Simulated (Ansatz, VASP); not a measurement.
# Ir: VASP beside Ansatz

```
CELL_PARAMETERS angstrom
-1.55553 1.55553 1.55553
1.55553 -1.55553 1.55553
1.55553 1.55553 -1.55553
ATOMIC_POSITIONS crystal
Ir 0.00000 0.00000 0.00000
```

Alike in both runs: task electric field gradients; functional PBE; k mesh 19 × 19 × 19; occupations fermi-dirac, width 0.08 eV; no spin polarisation.

```csv
,VASP,Ansatz
version,VASP 6.6.1,Ansatz 0.2.0
potentials or method,"VASP PAW PBE potentials, release 64 (Ir)","PAW with Ansatz's default frozen-core files, scalar-relativistic"
plane-wave cutoff (eV),520,420
valence electrons in the cell,9,17
```

Ansatz gave:

```
pressure (GPa) : 0.0
```

**Question.** Which values does VASP return?

**Answer.** Pressure (GPa): 0.4.

VASP's potentials hold 9 valence electrons a cell and Ansatz's 17, so a difference there can come from the potentials and not from the codes.

Spin-orbit coupling is off throughout.
